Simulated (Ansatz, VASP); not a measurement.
## Two plane-wave programs on ZnS

```
CELL_PARAMETERS angstrom
3.86115 0.00000 0.00000
-1.93058 3.34385 0.00000
0.00000 0.00000 6.31604
ATOMIC_POSITIONS crystal
Zn 0.66667 0.33333 0.50000
Zn 0.33333 0.66667 0.00000
S 0.66667 0.33333 0.88500
S 0.33333 0.66667 0.38500
```

Alike in both runs: task single point; functional r2SCAN; dispersion D4; k mesh 8 × 8 × 5; occupations fermi-dirac, width 0.05 eV; no spin polarisation.

```csv
,VASP,Ansatz
version,VASP 6.6.1,Ansatz 0.2.0
potentials or method,"VASP PAW PBE potentials, release 64 (Zn, S)",Ansatz PAW
plane-wave cutoff (eV),520,500
valence electrons in the cell,36,36
```

```csv
,VASP,Ansatz,Ansatz less VASP
gap on the k mesh at the Fermi level (eV),2.63,2.62,-0.007
least direct gap on the mesh (eV),2.63,2.62,-0.007
pressure (GPa),-3.5,-3.5,-0.03
"traceless stress, the component that is largest in VASP (GPa)",-0.91,-0.91,+0.001
rms of the force components (eV/Å),0.151,0.156,+0.0052
```

VASP's potentials were made for PBE, not for r2SCAN. Atom by atom the forces differ by 0.005 eV/Å (rms over components).

Noted on Ansatz's run: odd divisions of the mesh miss points on the zone boundary, where band edges often lie, so the gap on the mesh can be too wide.
